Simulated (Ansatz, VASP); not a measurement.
# Two plane-wave programs on KAg

```
CELL_PARAMETERS angstrom
-2.14909 2.82288 5.64830
2.14909 -2.82288 5.64830
2.14909 2.82288 -5.64830
ATOMIC_POSITIONS crystal
K 0.35303 0.60303 0.75000
K 0.64697 0.39697 0.25000
Ag 0.07818 0.82818 0.25000
Ag 0.92182 0.17182 0.75000
```

Alike in both runs: functional PBE; k mesh 4 × 4 × 4; occupations gaussian, width 0.1 eV; no spin polarisation.

Ansatz relaxed the structure, and its values are those at the end. VASP's run is a single point on that final structure, the one shown.

|  | VASP | Ansatz |
| --- | --- | --- |
| version | VASP 6.6.1 | Ansatz 0.2.0 |
| potentials or method | VASP PAW PBE potentials, release 64 (K_sv, Ag), cutoff 520 eV | scalar-relativistic, plane waves, PAW |
| valence electrons in the cell | 40 | 56 |

|  | VASP | Ansatz | Ansatz less VASP |
| --- | --- | --- | --- |
| gap on the k mesh at the Fermi level (eV) | none | none | - |
| pressure (GPa) | 0.0 | 0.0 | 0.00 |
| rms of the force components (eV/Å) | 0.006 | 0.005 | -0.0013 |

A gap of «none» marks a metal or a gap that the smearing closes. With one functional, cell and mesh, what is left measures potentials, basis and numerics. VASP's potentials hold 40 valence electrons a cell and Ansatz's 56, so a difference there can come from the potentials and not from the codes.

The k mesh is coarse, so the values compare programs but aren't converged.
